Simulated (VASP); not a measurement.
Input of a VASP 6.6.1 run:

File INCAR:

```
PREC = Accurate
ENCUT = 520
EDIFF = 1E-6
ISMEAR = 0
SIGMA = 0.15
LREAL = False
LASPH = True
NELM = 100
ALGO = Normal
ISIF = 2
LWAVE = False
LCHARG = False
NBANDS = 16
```

The input KPOINTS:

```
Automatic mesh
0
Gamma
  12 12 6
```

The input POSCAR:

```
Rb
1.0
    4.5793862784      0.0000000000      0.0000000000
   -2.2896931392      4.4065165009      0.0000000000
    0.0000000000      0.0000000000      8.4420579800
Rb
2
Direct
    0.3333333333      0.6666666667      0.2500000000
    0.6666666667      0.3333333333      0.7500000000
```

Potentials or basis: VASP PAW LDA potentials, release 64 (Rb_sv).

Launch:

```bash
$ cat potpaw_LDA.64/Rb_sv/POTCAR > POTCAR
$ mpirun -np 1 vasp_std > vasp.out
```

Task: Predict the pressure.

Result: -0.2 GPa.

Task: Estimate the band gap on the k mesh.

Result: Zero (bands 9 and 10 overlap by 2.52 eV).

Task: What does it give for the largest force?

Result: 0.013 eV/Å.

Stress tensor (GPa, compression positive):
```
 0.01  0.00  0.00
 0.00 -0.32  0.00
 0.00  0.00 -0.43
```

Caveat: the cell differs from its parent crystal (strain -0.1000 x Voigt [1, 0, 0, 0, 0, 0]).
